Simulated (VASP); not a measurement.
# Be2C (Fm-3m) in VASP: a series of runs

The runs below take Be2C through single point, with r2SCAN.

Program: VASP 6.6.1. These are calculated values, not measurements. Logs are shortened: lines on timing, memory, paths and dates and some standing lists are left out, and cuts for length are marked.

### 1 The cell of the first run

Symmetry: Fm-3m, No. 225, cubic system. The conventional cell has a = 4.275 Å, b = 4.275 Å, c = 4.275 Å, α = 90.00°, β = 90.00°, γ = 90.00°. Within 2.5 Å of Be (site symmetry -43m) lie 4 C at 1.85 Å and 6 Be at 2.14 Å. C (site symmetry m-3m) has 8 Be at 1.85 Å within 2.5 Å.

### 2 Single point, r2SCAN

POSCAR reads:

```
Be2C
1.0
    2.1375559260      2.1375559260      0.0000000000
   -2.1375559260      2.1375559260      0.0000000000
    0.0000000000      2.1375559260      2.1375559260
Be C
2 1
Direct
    0.2500000000      0.7500000000      0.5000000000
    0.7500000000      0.2500000000      0.5000000000
    0.0000000000      0.0000000000      0.0000000000
```

INCAR.step1 reads:

```
SYSTEM = Be2C
ALGO     = Normal         ! electronic algorithm
EDIFF    = 1E-5           ! SCF threshold, eV
ENCUT    = 660            ! plane-wave cutoff, eV
GGA      = PE             ! functional
GGA_COMPAT= .FALSE.      
ISMEAR   = 0              ! smearing method
LASPH    = .TRUE.         ! aspherical terms in the spheres
LCHARG   = .FALSE.        ! write CHGCAR
LREAL    = .FALSE.        ! projectors in reciprocal space
LWAVE    = .TRUE.         ! write WAVECAR
NBANDS   = 11             ! bands
NELM     = 120            ! most SCF steps
PREC     = Accurate       ! precision mode
SIGMA    = 0.01           ! smearing width, eV
```

INCAR.step2 reads:

```
SYSTEM = Be2C
ALGO     = Normal         ! electronic algorithm
EDIFF    = 1E-6           ! SCF threshold, eV
ENCUT    = 660            ! plane-wave cutoff, eV
GGA_COMPAT= .FALSE.      
ISIF     = 2              ! what is computed and relaxed
ISMEAR   = 0              ! smearing method
ISTART   = 1            
LASPH    = .TRUE.         ! aspherical terms in the spheres
LCHARG   = .FALSE.        ! write CHGCAR
LMIXTAU  = .TRUE.       
LREAL    = .FALSE.        ! projectors in reciprocal space
LWAVE    = .FALSE.        ! write WAVECAR
METAGGA  = R2SCAN         ! meta-GGA
NBANDS   = 11             ! bands
NELM     = 120            ! most SCF steps
PREC     = Accurate       ! precision mode
SIGMA    = 0.01           ! smearing width, eV
```

KPOINTS reads:

```
k-points
0
G
  10 10 10
  0 0 0
```

Potentials or basis: VASP PAW PBE potentials, release 64 (Be, C).

Launch:

```
$ cat potpaw_PBE.64/Be/POTCAR potpaw_PBE.64/C/POTCAR > POTCAR
$ cp INCAR.step1 INCAR
$ mpirun -np 1 vasp_std > vasp.out
$ cp INCAR.step2 INCAR
$ mpirun -np 1 vasp_std > vasp.out
```

OUTCAR:

```text
SYSTEM = Be2C
   EDIFF = 1E-6
   ENCUT = 660
   ISIF = 2
   ISMEAR = 0
   ISTART = 1
   LASPH = .TRUE.
   LREAL = .FALSE.
   METAGGA = R2SCAN
   NELM = 120
   PREC = Accurate

 ion  position               nearest neighbor table
   1  0.250  0.750  0.500-   3 1.85   3 1.85   3 1.85   3 1.85   2 2.14   2 2.14   2 2.14   2 2.14
                             2 2.14   2 2.14
   2  0.750  0.250  0.500-   3 1.85   3 1.85   3 1.85   3 1.85   1 2.14   1 2.14   1 2.14   1 2.14
                             1 2.14   1 2.14
   3  0.000  0.000  0.000-   2 1.85   1 1.85   1 1.85   2 1.85   1 1.85   2 1.85   2 1.85   1 1.85

  LATTYP: Found a face centered cubic cell.
 ALAT       =     4.2751118520

  Lattice vectors:

 A1 = (   0.0000000000,   2.1375559260,   2.1375559260)
 A2 = (   2.1375559260,   0.0000000000,   2.1375559260)
 A3 = (   2.1375559260,   2.1375559260,   0.0000000000)

Analysis of symmetry for initial positions (statically):
=====================================================================
 Subroutine PRICEL returns:
 Original cell was already a primitive cell.

 Routine SETGRP: Setting up the symmetry group for a
 face centered cubic supercell.

 Subroutine GETGRP returns: Found 48 space group operations
 (whereof 48 operations were pure point group operations)
 out of a pool of 48 trial point group operations.

The static configuration has the point symmetry O_h .

Analysis of symmetry for dynamics (positions and initial velocities):
=====================================================================
 Subroutine PRICEL returns:
 Original cell was already a primitive cell.

 Routine SETGRP: Setting up the symmetry group for a
 face centered cubic supercell.

 Subroutine GETGRP returns: Found 48 space group operations
 (whereof 48 operations were pure point group operations)
 out of a pool of 48 trial point group operations.

The dynamic configuration has the point symmetry O_h .

 Subroutine INISYM returns: Found 48 space group operations
 (whereof 48 operations are pure point group operations),
 and found     1 'primitive' translations

----------------------------------------------------------------------------------------

                                     Primitive cell

  volume of cell :      19.5336

  direct lattice vectors                    reciprocal lattice vectors
     2.137555926  2.137555926  0.000000000     0.233912009  0.233912009 -0.233912009
    -2.137555926  2.137555926  0.000000000    -0.233912009  0.233912009 -0.233912009
     0.000000000  2.137555926  2.137555926     0.000000000  0.000000000  0.467824017

  length of vectors
[... 97 lines left out ...]
   EMIN   =  10.00;   EMAX   =-10.00  energy-range for DOS
   EFERMI =   0.00;   METHOD = LEGACY
   ISMEAR =     0;   SIGMA  =   0.01  broadening in eV -4-tet -1-fermi 0-gaus
   EFERMI_NEDOS =   21; number of points for ismear=-14 and -15
   IALGO  =     38    algorithm
   IMIX   =      4    mixing-type and parameters
     AMIX     =   0.40;   BMIX     =  1.00
     AMIX_MAG =   1.60;   BMIX_MAG =  1.00
  volume/ion in A,a.u.               =       6.51        43.94
  Fermi-wavevector in a.u.,A,eV,Ry     =   1.215749  2.297433 20.110040  1.478046
  Thomas-Fermi vector in A             =   2.351126
   LORBIT       =      0    0 simple, 1 ext, 2 COOP (PROOUT), +10 PAW based schemes
   METAGGA = R2SCAN    functional components
   LHFCALC =     F    Hartree Fock is set to
   AEXX    =    0.0000 exact exchange contribution
   IVDW    =     0    specifies the selected vdW correction
   LEPSILON=     F    determine dielectric tensor
   LRPA    =     F    only Hartree local field effects (RPA)
 non-spin polarized calculation
 Gauss-broadening in eV      SIGMA  =   0.01
  energy-cutoff  :      660.00
  volume of cell :       19.53
 maximum number of plane-waves:       763
 NGX is ok and might be reduce to    28
   NGX = 13   NGY = 13   NGZ = 13

 number of electron       8.0000000 magnetization

 Free energy of the ion-electron system (eV)
  ---------------------------------------------------
  ext. energy  EPLUGINS =         0.00000000
  ---------------------------------------------------
  free energy    TOTEN  =       -19.45814611 eV

  energy without entropy =      -19.45814611  energy(sigma->0) =      -19.45814611

 E-fermi :   8.1628     XC(G=0): -12.1824

 val. band max:        8.0828530458   @ k =   0.0000   0.0000   0.0000
 cond. band min:       9.6249515259   @ k =   0.5000   0.5000   0.0000
 fundamental gap:      1.5420984800
 Fermi energy:         8.1628477410

 k-point     1 :       0.0000    0.0000    0.0000
  band No.  band energies     occupation
      1      -8.1404      2.00000
      2       8.0829      2.00000
      3       8.0829      2.00000
      4       8.0829      2.00000
      5      12.7761      0.00000
      6      12.7761      0.00000
      7      12.7761      0.00000
      8      15.9292      0.00000
      9      22.7717      0.00000
     10      22.7717      0.00000
     11      22.7717      0.00000
[... 309 lines left out ...]
 k-point    24 :       0.4000    0.3000    0.0000
  band No.  band energies     occupation
      1      -4.2776      2.00000
      2       0.1479      2.00000
      3       2.0817      2.00000
      4       4.2070      2.00000
      5      12.4128      0.00000
      6      18.4429      0.00000
      7      19.0776      0.00000
      8      20.0643      0.00000
      9      21.9203      0.00000
     10      22.5365      0.00000
     11      27.4647      0.00000

 [... further k-points ...]

------------------------ aborting loop because EDIFF is reached ----------------------------------------

  FORCE on cell =-STRESS in cart. coord.  units (eV):
  Direction    XX          YY          ZZ          XY          YZ          ZX
  --------------------------------------------------------------------------------------
  -------------------------------------------------------------------------------------
  Total        0.9539663      0.9539663      0.9539663      0.0000000      0.0000000      0.0000000
  in kB       78.2458254     78.2458254     78.2458254      0.0000000      0.0000000      0.0000000
  external PRESSURE =      78.2458254 kB  Pullay stress =       0.0000000 kB

 VOLUME and BASIS-vectors are now :
 -----------------------------------------------------------------------------
  energy-cutoff  :      660.00
  volume of cell :       19.53
      direct lattice vectors                 reciprocal lattice vectors
     2.137555926  2.137555926  0.000000000     0.233912009  0.233912009 -0.233912009
    -2.137555926  2.137555926  0.000000000    -0.233912009  0.233912009 -0.233912009
     0.000000000  2.137555926  2.137555926     0.000000000  0.000000000  0.467824017

 POSITION                                       TOTAL-FORCE (eV/Angst)
 -----------------------------------------------------------------------------------
     -1.06878      3.20633      1.06878        -0.000000      0.000000     -0.000000
      1.06878      3.20633      1.06878         0.000000     -0.000000      0.000000
      0.00000      0.00000      0.00000         0.000000     -0.000000      0.000000
 -----------------------------------------------------------------------------------
    total drift:                                0.000000      0.000000     -0.000000

  FREE ENERGIE OF THE ION-ELECTRON SYSTEM (eV)
  ---------------------------------------------------
  free  energy   TOTEN  =       -19.4581461146 eV

  energy  without entropy=      -19.4581461146  energy(sigma->0) =      -19.45814611
```

OSZICAR.step1:

```text
N       E                     dE             d eps       ncg     rms          rms(c)
DAV:   1     0.668844606303E+01    0.66884E+01   -0.44566E+03  1034   0.805E+02
DAV:   2    -0.177475000025E+02   -0.24436E+02   -0.23288E+02  1392   0.144E+02
DAV:   3    -0.185839341917E+02   -0.83643E+00   -0.83243E+00  1344   0.195E+01
DAV:   4    -0.185885023544E+02   -0.45682E-02   -0.45671E-02  1205   0.170E+00
DAV:   5    -0.185885267558E+02   -0.24401E-04   -0.24401E-04  1309   0.112E-01    0.546E+00
DAV:   6    -0.175091032905E+02    0.10794E+01   -0.30561E+00  1076   0.842E+00    0.218E+00
DAV:   7    -0.174485309152E+02    0.60572E-01   -0.20518E-01  1258   0.321E+00    0.130E+00
DAV:   8    -0.174390423573E+02    0.94886E-02   -0.11662E-02  1119   0.130E+00    0.205E-01
DAV:   9    -0.174388670473E+02    0.17531E-03   -0.24855E-04  1322   0.108E-01    0.117E-01
DAV:  10    -0.174388677896E+02   -0.74225E-06   -0.13315E-04  1194   0.833E-02    0.105E-02
DAV:  11    -0.174388672304E+02    0.55924E-06   -0.16149E-05   943   0.216E-02
   1 F= -.17438867E+02 E0= -.17438867E+02  d E =-.166614E-64
```

It took 73 s on 1 thread of Intel Xeon 8259CL, shared host; peak memory 0.16 GiB.

What came out:

```
Free energy            : -19.4581 eV
Pressure               : 7.8 GPa
Band gap on the k mesh : 1.54 eV (least direct gap 4.69 eV)
```

Caveat: the cell stands under pressure; the PAW data sets were made with another functional, which shifts forces and pressure a little. A k mesh can miss the band edges.

### 3 Single point, r2SCAN

POSCAR is that of step 2.

INCAR.step1 reads:

```
PREC     = Accurate       # precision mode
ENCUT    = 660            # plane-wave cutoff, eV
ISMEAR   = 0              # smearing method
SIGMA    = 0.01           # smearing width, eV
LREAL    = F              # projectors in reciprocal space
LASPH    = T              # aspherical terms in the spheres
NELM     = 120            # most SCF steps
NBANDS   = 11             # bands
GGA      = PE             # functional
ALGO     = Normal         # electronic algorithm
EDIFF    = 1E-5           # SCF threshold, eV
LWAVE    = T              # write WAVECAR
LCHARG   = F              # write CHGCAR
GGA_COMPAT= F
```

INCAR.step2 reads:

```
PREC     = Accurate       # precision mode
ENCUT    = 660            # plane-wave cutoff, eV
EDIFF    = 1E-6           # SCF threshold, eV
ISMEAR   = 0              # smearing method
SIGMA    = 0.01           # smearing width, eV
LREAL    = F              # projectors in reciprocal space
LASPH    = T              # aspherical terms in the spheres
NELM     = 120            # most SCF steps
ALGO     = Normal         # electronic algorithm
ISIF     = 2              # what is computed and relaxed
LWAVE    = F              # write WAVECAR
LCHARG   = F              # write CHGCAR
METAGGA  = R2SCAN         # meta-GGA
LMIXTAU  = T            
NBANDS   = 11             # bands
ISTART   = 1            
GGA_COMPAT= F
```

KPOINTS reads:

```
Automatic mesh
0
Gamma
  10 10 10
```

Potentials or basis: VASP PAW PBE potentials, release 64 (Be, C).

Launch:

```
$ cat potpaw_PBE.64/Be/POTCAR potpaw_PBE.64/C/POTCAR > POTCAR
$ cp INCAR.step1 INCAR
$ mpirun -np 1 vasp_std > vasp.out
$ cp INCAR.step2 INCAR
$ mpirun -np 1 vasp_std > vasp.out
```

Run time: 73 s. Hardware: 1 thread of Intel Xeon 8259CL, shared host; peak memory 0.16 GiB.

It converged, with:

```yaml
Free_energy: -19.4581 eV
Pressure: 7.8 GPa
Band_gap_on_the_k_mesh: 1.54 eV (least direct gap 4.69 eV)
```

Levels at points of the mesh, in eV from the valence-band top:
```tsv
k point	band 1	band 2	band 3	band 4	band 5	band 6	band 7	band 8
(0.00, 0.00, 0.00)	-16.22	0.00	0.00	0.00	4.69	4.69	4.69	7.85
(0.50, 0.00, 0.00)	-13.17	-9.32	-1.96	-1.96	5.61	5.61	7.98	11.05
(0.50, 0.50, 0.00)	-12.35	-7.27	-5.07	-5.07	1.54	6.44	14.82	14.82
```

Caveat: the cell stands under pressure; the PAW data sets were made with another functional, which shifts forces and pressure a little. A k mesh can miss the band edges.

### 4 Single point, r2SCAN

This run uses another cell than the first one, of 6.72 Å³/atom.

POSCAR reads:

```
Be2C
1.0
    2.1604635391      2.1604635391      0.0000000000
   -2.1604635391      2.1604635391      0.0000000000
    0.0000000000      2.1604635391      2.1604635391
Be C
2 1
Direct
    0.2500000000      0.7500000000      0.5000000000
    0.7500000000      0.2500000000      0.5000000000
    0.0000000000      0.0000000000      0.0000000000
```

INCAR.step1 reads:

```
SYSTEM = Be2C
ALGO     = Normal         ! electronic algorithm
EDIFF    = 1E-5           ! SCF threshold, eV
ENCUT    = 660            ! plane-wave cutoff, eV
GGA      = PE             ! functional
GGA_COMPAT= .False.      
ISMEAR   = 0              ! smearing method
LASPH    = .True.         ! aspherical terms in the spheres
LCHARG   = .False.        ! write CHGCAR
LREAL    = .False.        ! projectors in reciprocal space
LWAVE    = .True.         ! write WAVECAR
NBANDS   = 11             ! bands
NELM     = 120            ! most SCF steps
PREC     = Accurate       ! precision mode
SIGMA    = 0.01           ! smearing width, eV
```

INCAR.step2 reads:

```
SYSTEM = Be2C
ALGO     = Normal         ! electronic algorithm
EDIFF    = 1E-6           ! SCF threshold, eV
ENCUT    = 660            ! plane-wave cutoff, eV
GGA_COMPAT= .False.      
ISIF     = 2              ! what is computed and relaxed
ISMEAR   = 0              ! smearing method
ISTART   = 1            
LASPH    = .True.         ! aspherical terms in the spheres
LCHARG   = .False.        ! write CHGCAR
LMIXTAU  = .True.       
LREAL    = .False.        ! projectors in reciprocal space
LWAVE    = .False.        ! write WAVECAR
METAGGA  = R2SCAN         ! meta-GGA
NBANDS   = 11             ! bands
NELM     = 120            ! most SCF steps
PREC     = Accurate       ! precision mode
SIGMA    = 0.01           ! smearing width, eV
```

KPOINTS reads:

```
k-points
0
Gamma
  10 10 10
  0 0 0
```

Launch:

```
$ cat potpaw_PBE.64/Be/POTCAR potpaw_PBE.64/C/POTCAR > POTCAR
$ cp INCAR.step1 INCAR
$ mpirun -np 1 vasp_std > vasp.out
$ cp INCAR.step2 INCAR
$ mpirun -np 1 vasp_std > vasp.out
```

Wall time 84 s (1 thread of Intel Xeon 8259CL, shared host); peak memory 0.16 GiB.

The run converged. Its results:

```
Free energy            : -19.4759 eV
Pressure               : 0.8 GPa
Band gap on the k mesh : 1.53 eV (least direct gap 4.63 eV)
```

Levels at points of the mesh, in eV from the valence-band top:
```
           k point  band 1  band 2  band 3  band 4  band 5  band 6  band 7  band 8  band 9
(0.00, 0.00, 0.00)  -15.98    0.00    0.00    0.00    4.63    4.63    4.63    7.46   14.43
(0.50, 0.00, 0.00)  -13.01   -9.11   -1.91   -1.91    5.54    5.54    7.62   10.83   15.77
(0.50, 0.50, 0.00)  -12.19   -7.15   -4.93   -4.93    1.53    6.21   14.46   14.46   16.66
```

Caveat: the PAW data sets were made with another functional, which shifts forces and pressure a little. A k mesh can miss the band edges.
